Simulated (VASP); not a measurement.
# Al10Ni4Pd4RuPt (P1) in VASP: a series of runs

Al10Ni4Pd4RuPt is run at these levels: PBE; tasks: single point.

Everything below comes from runs of VASP 6.6.1. Logs are shortened: lines on timing, memory, paths and dates and some standing lists are left out, and cuts for length are marked.

## 1. The cell of the first run

The typed cell holds 20 atoms: a = 5.774 Å, b = 6.915 Å, c = 6.754 Å, α = 91.72°, β = 90.00°, γ = 90.00°.

## 2. Single point, PBE, collinear spin, ferromagnetic start

INCAR reads:

```
SYSTEM = Al10Ni4Pd4RuPt
  PREC = Accurate
  ENCUT = 520
  EDIFF = 1E-6
  ISMEAR = 0
  SIGMA = 0.1
  LREAL = Auto
  LASPH = .True.
  NELM = 150
  ALGO = Fast
  ISIF = 2
  LWAVE = .False.
  LCHARG = .True.
  ISPIN = 2
  MAGMOM = 0 0 0 0 0 0 0 0 0 0 2 2 2 2 0 0 0 0 0 0
  LORBIT = 11
  LMAXMIX = 4
  GGA = PE
  LELF = .True.
  LVHAR = .True.
  NBANDS = 87
  ISYM = 0
```

KPOINTS reads:

```
Automatic mesh
0
Gamma
  2 2 2
  0.5 0.5 0.5
```

POSCAR reads:

```
Al10Ni4Pd4RuPt
1.0
    0.0002396977     -5.7735789964      0.0000855150
    6.2306966787     -0.0002824552      3.0003639566
   -3.1122436132      0.0000343338      5.9945184609
Al Ni Ru Pd Pt
10 4 1 4 1
Direct
    0.2518928770      0.2842449535      0.0946999994
    0.2515395600      0.5148684939      0.5052869196
    0.2526407703      0.7137723291      0.8823410511
    0.7474442754      0.2842743499      0.0947442799
    0.7477728553      0.5149015859      0.5052716836
    0.7467005716      0.7138657776      0.8823738487
    0.2470619578      0.8995458663      0.2997761177
    0.2521622888      0.0851163165      0.7180916758
    0.7522792522      0.8995753730      0.2997807153
    0.7471250788      0.0852311406      0.7181396484
    0.4996736028      1.0020847607      0.0133841433
   -0.0003407688      0.9873942108      0.0086013329
    0.4996500832      0.7967802930      0.5862216044
   -0.0003564822      0.8111554883      0.5905286969
    0.4997379367      0.4005221368      0.8001848153
    0.9996717527      0.2050333405      0.4078541212
   -0.0002988073      0.3997370572      0.8004436187
    0.4996530675      0.6022597754      0.1879981984
   -0.0003311701      0.5936121047      0.1931759483
    0.4996233684      0.1974019396      0.4115977636
```

Potentials or basis: VASP PAW PBE potentials, release 64 (Al, Ni, Ru_pv, Pd, Pt).

Started as:

```
$ cat potpaw_PBE.64/Al/POTCAR potpaw_PBE.64/Ni/POTCAR potpaw_PBE.64/Ru_pv/POTCAR potpaw_PBE.64/Pd/POTCAR potpaw_PBE.64/Pt/POTCAR > POTCAR
$ mpirun -np 1 vasp_std > vasp.out
```

OUTCAR:

```text
SYSTEM = Al10Ni4Pd4RuPt
   PREC = Accurate
   ENCUT = 520
   EDIFF = 1E-6
   ISMEAR = 0
   LREAL = Auto
   LASPH = .True.
   NELM = 150
   ISIF = 2
   ISPIN = 2
   LORBIT = 11
   GGA = PE
   ISYM = 0

 ion  position               nearest neighbor table
   1  0.252  0.284  0.095-  11 2.47  12 2.57  15 2.60  17 2.61  16 2.64  19 2.66  20 2.66  18 2.68
                             8 2.86   4 2.86   4 2.91   7 3.04   2 3.16   3 3.34
   2  0.252  0.515  0.505-  13 2.47  14 2.56  15 2.60  17 2.61  19 2.63  16 2.66  18 2.66  20 2.68
                             3 2.86   5 2.87   5 2.91   7 3.04   1 3.16   8 3.34
   3  0.253  0.714  0.882-  12 2.52  13 2.54  14 2.56  11 2.59  15 2.64  18 2.64  17 2.66  19 2.71
                             8 2.83   6 2.85   2 2.86   6 2.92   7 3.06   1 3.34
   4  0.747  0.284  0.095-  11 2.47  12 2.57  15 2.60  17 2.61  16 2.64  19 2.66  20 2.66  18 2.68
                            10 2.86   1 2.86   1 2.91   9 3.04   5 3.16   6 3.34
   5  0.748  0.515  0.505-  13 2.47  14 2.56  15 2.60  17 2.61  19 2.63  16 2.66  18 2.66  20 2.68
                             6 2.86   2 2.87   2 2.91   9 3.04   4 3.16  10 3.34
   6  0.747  0.714  0.882-  12 2.52  13 2.54  14 2.56  11 2.59  15 2.64  18 2.64  17 2.66  19 2.71
                            10 2.83   3 2.85   5 2.86   3 2.92   9 3.06   4 3.34
   7  0.247  0.900  0.300-  14 2.52  12 2.52  11 2.54  13 2.54  18 2.61  20 2.62  16 2.63  19 2.64
                             9 2.86   9 2.92   1 3.04   2 3.04   3 3.06   8 3.07
   8  0.252  0.085  0.718-  14 2.52  11 2.53  12 2.55  13 2.59  20 2.65  15 2.65  17 2.66  16 2.70
                             3 2.83   1 2.86  10 2.86  10 2.92   7 3.07   2 3.34
   9  0.752  0.900  0.300-  14 2.52  12 2.52  11 2.54  13 2.54  18 2.61  20 2.62  16 2.63  19 2.64
                             7 2.86   7 2.92   4 3.04   5 3.04   6 3.06  10 3.07
  10  0.747  0.085  0.718-  14 2.52  11 2.53  12 2.55  13 2.59  20 2.65  15 2.65  17 2.66  16 2.70
                             6 2.83   4 2.86   8 2.86   8 2.92   9 3.07   5 3.34
  11  0.500  0.002  0.013-   1 2.47   4 2.47  10 2.53   8 2.53   9 2.54   7 2.54   6 2.59   3 2.59
                            12 2.89  12 2.89  20 2.97  18 3.04  15 3.15
  12  1.000  0.987  0.009-   6 2.52   3 2.52   9 2.52   7 2.52  10 2.55   8 2.55   4 2.57   1 2.57
                            11 2.89  11 2.89  19 3.03  14 3.04  16 3.05  17 3.22
  13  0.500  0.797  0.586-   5 2.47   2 2.47   3 2.54   6 2.54   7 2.54   9 2.54   8 2.59  10 2.59
                            14 2.89  14 2.89  18 2.97  20 3.04  15 3.14
  14  1.000  0.811  0.591-   9 2.52   7 2.52   8 2.52  10 2.52   6 2.56   3 2.56   5 2.56   2 2.56
                            13 2.89  13 2.89  16 3.02  19 3.04  12 3.04  17 3.22
  15  0.500  0.401  0.800-   5 2.60   2 2.60   4 2.60   1 2.60   3 2.64   6 2.64  10 2.65   8 2.65
                            17 2.89  17 2.89  18 2.93  20 2.94  13 3.14  11 3.15
  16  1.000  0.205  0.408-   7 2.63   9 2.63   4 2.64   1 2.64   2 2.66   5 2.66   8 2.70  10 2.70
                            20 2.89  20 2.89  17 2.94  14 3.02  12 3.05  19 3.09
  17  1.000  0.400  0.800-   1 2.61   4 2.61   2 2.61   5 2.61   3 2.66   6 2.66  10 2.66   8 2.66
                            15 2.89  15 2.89  19 2.94  16 2.94  14 3.22  12 3.22
  18  0.500  0.602  0.188-   7 2.61   9 2.61   3 2.64   6 2.64   5 2.66   2 2.66   4 2.68   1 2.68
                            19 2.89  19 2.89  15 2.93  13 2.97  11 3.04  20 3.22
  19  1.000  0.594  0.193-   2 2.63   5 2.63   9 2.64   7 2.64   4 2.66   1 2.66   6 2.71   3 2.71
                            18 2.89  18 2.89  17 2.94  12 3.03  14 3.04  16 3.09
  20  0.500  0.197  0.412-   9 2.62   7 2.62   8 2.65  10 2.65   1 2.66   4 2.66   2 2.68   5 2.68
                            16 2.89  16 2.89  15 2.94  11 2.97  13 3.04  18 3.22

IMPORTANT INFORMATION: All symmetrisations will be switched off!
NOSYMM: (Re-)initialisation of all symmetry stuff for point group C_1.

----------------------------------------------------------------------------------------

                                     Primitive cell

  volume of cell :     269.5562

  direct lattice vectors                    reciprocal lattice vectors
     0.000239698 -5.773578996  0.000085515    -0.000006664 -0.173202792 -0.000002468
     6.230696679 -0.000282455  3.000363957     0.128395575  0.000006318  0.066660619
    -3.112243613  0.000034334  5.994518461    -0.064264287 -0.000000691  0.133454236

  length of vectors
     5.773579002  6.915472873  6.754281004     0.173202792  0.144668801  0.148121341

  position of ions in fractional coordinates (direct lattice)
     0.251892877  0.284244953  0.094699999
     0.251539560  0.514868494  0.505286920
     0.252640770  0.713772329  0.882341051
     0.747444275  0.284274350  0.094744280
     0.747772855  0.514901586  0.505271684
     0.746700572  0.713865778  0.882373849
[... 12 lines left out ...]
     0.999668830  0.593612105  0.193175948
     0.499623368  0.197401940  0.411597764

  ion indices of the primitive-cell ions
   primitive index   ion index
                 1           1
                 2           2
                 3           3
                 4           4
                 5           5
                 6           6
[... 12 lines left out ...]
                19          19
                20          20

----------------------------------------------------------------------------------------

 KPOINTS: Automatic mesh

Automatic generation of k-mesh.
 Grid dimensions read from file:
 generate k-points for:    2    2    2

 Generating k-lattice:

  Cartesian coordinates                     Fractional coordinates (reciprocal lattice)
[... 25 lines left out ...]
   dimension x,y,z NGXF=    96 NGYF=  108 NGZF=  100
   ions per type =              10   4   1   4   1
   NGX,Y,Z   is equivalent  to a cutoff of  13.82, 12.98, 12.31 a.u.
   NGXF,Y,Z  is equivalent  to a cutoff of  27.64, 25.96, 24.61 a.u.
 SYSTEM =  Al10Ni4Pd4RuPt
   PREC   = accura    normal or accurate (medium, high low for compatibility)
   ISTART =      0    job   : 0-new  1-cont  2-samecut
   ICHARG =      2    charge: 1-file 2-atom 10-const
   ISPIN  =      2    spin polarized calculation?
   LNONCOLLINEAR =      F non collinear calculations
   LSORBIT =      F    spin-orbit coupling
   LASPH  =      T    aspherical Exc in radial PAW
   ENCUT  =  520.0 eV  38.22 Ry    6.18 a.u.  10.74 12.86 12.56*2*pi/ulx,y,z
   NELM   =    150;   NELMIN=  2; NELMDL= -5     # of ELM steps
   EDIFF  = 0.1E-05   stopping-criterion for ELM
   LREAL  =      T    real-space projection
   EDIFFG = 0.1E-04   stopping-criterion for IOM
   NSW    =      0    number of steps for IOM
   IBRION =     -1    ionic relax: 0-MD 1-quasi-New 2-CG
   NFREE  =      0    steps in history (QN), initial steepest desc. (CG)
   ISIF   =      2    stress and relaxation
   ISYM   =      0    0-nonsym 1-usesym 2-fastsym
   POTIM  = 0.5000    time-step for ionic-motion
   TEBEG  =    0.0;   TEEND  =   0.0 temperature during run
   PSTRESS=    0.0 pullay stress
   NELECT =     134.0000    total number of electrons
   NUPDOWN=      -1.0000    fix difference up-down
   EMIN   =  10.00;   EMAX   =-10.00  energy-range for DOS
   EFERMI =   0.00;   METHOD = LEGACY
   ISMEAR =     0;   SIGMA  =   0.10  broadening in eV -4-tet -1-fermi 0-gaus
   EFERMI_NEDOS =   21; number of points for ismear=-14 and -15
   IALGO  =     68    algorithm
   IMIX   =      4    mixing-type and parameters
     AMIX     =   0.40;   BMIX     =  1.00
     AMIX_MAG =   1.60;   BMIX_MAG =  1.00
  volume/ion in A,a.u.               =      13.48        90.95
  Fermi-wavevector in a.u.,A,eV,Ry     =   1.296861  2.450711 22.882925  1.681848
  Thomas-Fermi vector in A             =   2.428290
   LORBIT       =     11    0 simple, 1 ext, 2 COOP (PROOUT), +10 PAW based schemes
   GGA     = PE    functional components
   LHFCALC =     F    Hartree Fock is set to
   AEXX    =    0.0000 exact exchange contribution
   IVDW    =     0    specifies the selected vdW correction
   LEPSILON=     F    determine dielectric tensor
   LRPA    =     F    only Hartree local field effects (RPA)
 spin polarized calculation
 RMM-DIIS sequential band-by-band and
 Gauss-broadening in eV      SIGMA  =   0.10
  energy-cutoff  :      520.00
  volume of cell :      269.56
 maximum number of plane-waves:      7265
 NGX is ok and might be reduce to    42

 number of electron     134.0000013 magnetization      -0.0004747

 number of electron     134.0000013 magnetization       0.0003939

 Free energy of the ion-electron system (eV)
  ---------------------------------------------------
  ext. energy  EPLUGINS =         0.00000000
  ---------------------------------------------------
  free energy    TOTEN  =      -110.89670871 eV

  energy without entropy =     -110.84149459  energy(sigma->0) =     -110.86910165

 E-fermi :  10.1533     XC(G=0): -12.0474

 val. band max:       10.1356337693   @ k =   0.2500   0.2500   0.2500
 cond. band min:      10.1711275533   @ k =  -0.2500  -0.2500   0.2500
 fundamental gap:      0.0354937840
 Fermi energy:        10.1533026888

 spin component 1

 k-point     1 :       0.2500    0.2500    0.2500
  band No.  band energies     occupation
      1     -32.0903      1.00000
      2     -31.9858      1.00000
      3     -31.9695      1.00000
      4       0.2095      1.00000
      5       1.5851      1.00000
      6       1.9159      1.00000
[... 317 lines left out ...]
     78      13.4302      0.00000
     79      13.6802      0.00000
 Fermi energy:        10.1533026888

 spin component 2

 k-point     1 :       0.2500    0.2500    0.2500
  band No.  band energies     occupation
      1     -32.0903      1.00000
      2     -31.9858      1.00000
      3     -31.9694      1.00000
      4       0.2095      1.00000
      5       1.5851      1.00000
      6       1.9159      1.00000
[... 317 lines left out ...]
     78      13.4302      0.00000
     79      13.6802      0.00000
 [bands above 79 left out]

------------------------ aborting loop because EDIFF is reached ----------------------------------------

  FORCE on cell =-STRESS in cart. coord.  units (eV):
  Direction    XX          YY          ZZ          XY          YZ          ZX
  --------------------------------------------------------------------------------------
  -------------------------------------------------------------------------------------
  Total       -0.1635801     -0.0641409     -0.1914266      0.0133236      0.0032176      0.0298173
  in kB       -0.9722805     -0.3812381     -1.1377937      0.0791924      0.0191246      0.1772269
  external PRESSURE =      -0.8304374 kB  Pullay stress =       0.0000000 kB

 VOLUME and BASIS-vectors are now :
 -----------------------------------------------------------------------------
  energy-cutoff  :      520.00
  volume of cell :      269.56
      direct lattice vectors                 reciprocal lattice vectors
     0.000239698 -5.773578996  0.000085515    -0.000006664 -0.173202792 -0.000002468
     6.230696679 -0.000282455  3.000363957     0.128395575  0.000006318  0.066660619
    -3.112243613  0.000034334  5.994518461    -0.064264287 -0.000000691  0.133454236

 POSITION                                       TOTAL-FORCE (eV/Angst)
 -----------------------------------------------------------------------------------
      1.47637     -1.45440      1.42054         0.010970     -0.018596     -0.001443
      1.63547     -1.45241      4.57377        -0.009651     -0.021695      0.005635
      1.70130     -1.45881      7.43081         0.001661     -0.002449     -0.001735
      1.47654     -4.31551      1.42094         0.009066      0.017306     -0.002702
      1.63585     -4.31745      4.57382        -0.012004      0.020773      0.005765
      1.70190     -4.31131      7.43133        -0.001759      0.002744     -0.004339
[... 12 lines left out ...]
      3.09765     -5.77183      2.93913         0.001906     -0.000040      0.001677
     -0.05092     -2.88466      3.05965        -0.010552     -0.001471     -0.014639
 -----------------------------------------------------------------------------------
    total drift:                               -0.007099      0.000230     -0.003081

  FREE ENERGIE OF THE ION-ELECTRON SYSTEM (eV)
  ---------------------------------------------------
  free  energy   TOTEN  =      -110.8967087131 eV

  energy  without entropy=     -110.8414945897  energy(sigma->0) =     -110.86910165

 total charge

# of ion       s       p       d       tot
------------------------------------------
    1        0.379   0.383   0.000   0.762
    2        0.379   0.384   0.000   0.763
    3        0.376   0.387   0.000   0.763
    4        0.379   0.383   0.000   0.762
    5        0.379   0.384   0.000   0.763
    6        0.376   0.387   0.000   0.763
[... 12 lines left out ...]
   19        0.518   0.597   8.586   9.700
   20        0.719   0.658   8.152   9.529
--------------------------------------------------
tot          8.723  15.120  82.504 106.347

 magnetization (x)

# of ion       s       p       d       tot
------------------------------------------
    1       -0.000   0.000   0.000  -0.000
    2       -0.000  -0.000   0.000  -0.000
    3       -0.000   0.000   0.000   0.000
    4       -0.000   0.000   0.000  -0.000
    5       -0.000  -0.000   0.000  -0.000
    6       -0.000   0.000   0.000   0.000
[... 12 lines left out ...]
   19       -0.000   0.000  -0.000  -0.000
   20        0.000   0.000   0.000   0.000
--------------------------------------------------
tot         -0.000   0.000   0.000   0.000
```

It took 13 min on 1 thread of Oxide Virtual Turin-like, shared host; peak memory 0.49 GiB.

Results:

| Quantity | Value |
| --- | --- |
| Free energy | -110.8967 eV |
| Pressure | -0.1 GPa |
| Largest force | 0.025 eV/Å |
| Band gap on the k mesh | zero (filled and empty bands overlap) |
| Net moment | 0.00 μB per cell |
| Valence electrons inside the program's atomic spheres | Al 0.76, 0.77 (each value once); Ni 9.39; Ru 12.76; Pd 9.70, 9.75, 9.71 (each value once); Pt 9.53 |

Forces in eV/Å, atoms in the order of the input:
```
Al   0.011 -0.019 -0.001
Al  -0.010 -0.022  0.006
Al   0.002 -0.002 -0.002
Al   0.009  0.017 -0.003
Al  -0.012  0.021  0.006
Al  -0.002  0.003 -0.004
Al  -0.001 -0.012  0.003
Al   0.004 -0.014  0.002
Al  -0.002  0.012  0.003
Al   0.000  0.010 -0.003
Ni  -0.020  0.000 -0.006
Ni   0.008 -0.001  0.009
Ni   0.014 -0.001  0.009
Ni   0.004  0.000 -0.008
Ru  -0.004  0.004  0.003
Pd   0.000  0.003  0.002
Pd   0.001  0.002 -0.007
Pd   0.006 -0.001  0.005
Pd   0.002  0.000  0.002
Pt  -0.011 -0.001 -0.015
```

Levels at points of the mesh, in eV from the Fermi level:
Spin up:
| k point | band 63 | band 64 | band 65 | band 66 | band 67 | band 68 | band 69 | band 70 | band 71 | band 72 |
| --- | --- | --- | --- | --- | --- | --- | --- | --- | --- | --- |
| (0.25, 0.25, 0.25) | -0.65 | -0.61 | -0.49 | -0.23 | -0.23 | -0.02 | 0.44 | 1.01 | 1.21 | 1.62 |
Spin down:
| k point | band 63 | band 64 | band 65 | band 66 | band 67 | band 68 | band 69 | band 70 | band 71 | band 72 |
| --- | --- | --- | --- | --- | --- | --- | --- | --- | --- | --- |
| (0.25, 0.25, 0.25) | -0.65 | -0.61 | -0.49 | -0.23 | -0.23 | -0.02 | 0.44 | 1.01 | 1.21 | 1.62 |

Caveat: the k points lie up to 0.54 Å⁻¹ apart; the moments typed at the start vanished in this run; spin-orbit coupling is left out, which moves the levels of the heavy elements.

## 3. Single point, PBE, collinear spin, ferromagnetic start

This run uses another cell than the first one, of the same volume but with other edges.

INCAR reads:

```
  PREC = Accurate
  ENCUT = 520
  EDIFF = 1E-7
  ISMEAR = 0
  SIGMA = 0.1
  LREAL = Auto
  LASPH = True
  NELM = 150
  ALGO = Normal
  ISIF = 2
  LWAVE = False
  LCHARG = False
  ISPIN = 2
  MAGMOM = 0 0 0 0 0 0 0 0 0 0 2 2 2 2 0 0 0 0 0 0
  LORBIT = 11
  LMAXMIX = 4
  GGA = PE
  ISYM = 0
  NBANDS = 87
```

KPOINTS is that of step 2.

POSCAR reads:

```
Al10Ni4Pd4RuPt
1.0
    0.0002971117     -5.9041169836     -0.0007213958
    6.0730070055      0.0000635862      3.0096829403
   -3.0338100183      0.0008699516      6.0139789119
Al Ni Ru Pd Pt
10 4 1 4 1
Direct
    0.2438593840      0.3044440087      0.1137395935
    0.2402530148      0.4934552110      0.4904506015
    0.2400544926      0.7049999880      0.9046251753
    0.7557592628      0.3044953961      0.1137504268
    0.7595337871      0.4936185748      0.4904139847
    0.7596538085      0.7050665519      0.9047923209
    0.2403032195      0.9104340083      0.3064581423
    0.2444246010      0.0934296194      0.6868601049
    0.7594708118      0.9102895977      0.3063830099
    0.7552881297      0.0933684941      0.6868832163
    0.5000442326      0.2019735197      0.4037277765
   -0.0002558413      0.2013966647      0.3926321566
    0.9999813088      0.6196697017      0.2077225983
   -0.0001873998      0.7884665177      0.6062537556
    0.9998921888      0.0049817853     -0.0020954681
    0.4998977937      0.4007810392      0.7959366969
   -0.0002249631      0.3950473916      0.7986201816
    0.4997467250      0.6045625938      0.2004343132
    0.4998207180      0.7905693498      0.5984850183
    0.4998616843      1.0092221545      1.0027111513
```

Potentials or basis: VASP PAW PBE potentials, release 64 (Al, Ni, Ru_pv, Pd, Pt).

Started as:

```
$ cat potpaw_PBE.64/Al/POTCAR potpaw_PBE.64/Ni/POTCAR potpaw_PBE.64/Ru_pv/POTCAR potpaw_PBE.64/Pd/POTCAR potpaw_PBE.64/Pt/POTCAR > POTCAR
$ mpirun -np 1 vasp_std > vasp.out
```

It took 14 min on 1 thread of Oxide Virtual Turin-like, shared host; peak memory 0.47 GiB.

It converged, with:

```
Free energy                                           : -110.7981 eV
Pressure                                              : 0.1 GPa
Largest force                                         : 0.040 eV/Å
Net moment                                            : 0.00 μB per cell
Valence electrons inside the program's atomic spheres : Al 0.76, 0.77 (each value once); Ni 9.35, 9.43, 9.36, 9.34; Ru 12.78; Pd 9.68, 9.75, 9.77, 9.74; Pt 9.53
```

Forces in eV/Å, atoms in the order of the input:
```
Al  -0.009  0.003  0.013
Al   0.011  0.016 -0.011
Al   0.001  0.007  0.015
Al  -0.009 -0.006  0.011
Al   0.009 -0.015 -0.013
Al   0.000 -0.007  0.010
Al  -0.009 -0.003 -0.013
Al  -0.012 -0.002 -0.003
Al  -0.008  0.002 -0.009
Al  -0.012  0.003 -0.003
Ni  -0.009  0.003  0.014
Ni   0.003 -0.002  0.023
Ni  -0.027  0.002 -0.029
Ni   0.027 -0.002  0.015
Ru   0.039  0.001  0.000
Pd   0.008  0.002 -0.008
Pd   0.010 -0.002 -0.018
Pd  -0.015 -0.002 -0.001
Pd  -0.018  0.000  0.010
Pt   0.019  0.001 -0.003
```

Levels at points of the mesh, in eV from the Fermi level:
Spin up:
```
           k point  band 65  band 66  band 67  band 68  band 69  band 70
(0.25, 0.25, 0.25)    -0.42    -0.33    -0.11     0.13     0.21     1.03
```
Spin down:
```csv
k point,band 63,band 64,band 65,band 66,band 67,band 68,band 69,band 70,band 71,band 72
"(0.25, 0.25, 0.25)",-0.66,-0.54,-0.42,-0.33,-0.11,0.13,0.21,1.03,1.22,1.67
```

Caveat: the k points lie up to 0.53 Å⁻¹ apart; the moments typed at the start vanished in this run; spin-orbit coupling is left out, which moves the levels of the heavy elements.

The gap in the log of VASP goes by the Fermi energy; the results here count the filled bands.